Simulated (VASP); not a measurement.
**I: single point with LDA**

The system is I.

```
I
1.0
     3.70633   -2.44199    0.00000
     3.70633    2.44199    0.00000
     0.00000    0.00000    9.98552
I
4
Direct
  0.64930 0.35070 0.38440
  0.14930 0.85070 0.11560
  0.35070 0.64930 0.61560
  0.85070 0.14930 0.88440
```

```yaml
Program: VASP 6.6.1
Task: single point
Functional: LDA
Potentials_or_basis: VASP PAW LDA potentials, release 64 (I)
Cutoff: 520 eV
k_mesh: 7 × 7 × 3
Occupations: fermi-dirac, width 0.05 eV
Spin: no spin polarisation
```

| Item | Value |
| --- | --- |
| Pressure | -2.1 GPa |
| Largest force | 0.279 eV/Å |
| Band gap on the k mesh | 1.11 eV (least direct gap 1.17 eV) |

Forces on the atoms (eV/Å):
```
I    0.000 -0.028 -0.278
I    0.000 -0.028  0.278
I    0.000  0.028  0.278
I    0.000  0.028 -0.278
```

Stress tensor (GPa, compression positive):
```
-0.93  0.00  0.00
 0.00 -2.51  0.00
 0.00  0.00 -2.80
```

Levels at points of the mesh, in eV from the valence-band top:
```tsv
k point	band 10	band 11	band 12	band 13	band 14	band 15	band 16	band 17	band 18	band 19
(0.00, 0.00, 0.00)	-1.06	-1.05	-0.51	-0.06	0.00	1.17	1.98	4.94	5.25	5.31
```

Wall time 87 s on 1 thread of Intel(R) Xeon(R) 6975P-C (Granite Rapids), on a shared host, peak memory 0.28 GiB.

Caveat: spin-orbit coupling is left out, which moves the levels of the heavy elements; an odd mesh through Γ misses points on the zone boundary, where band edges can lie.
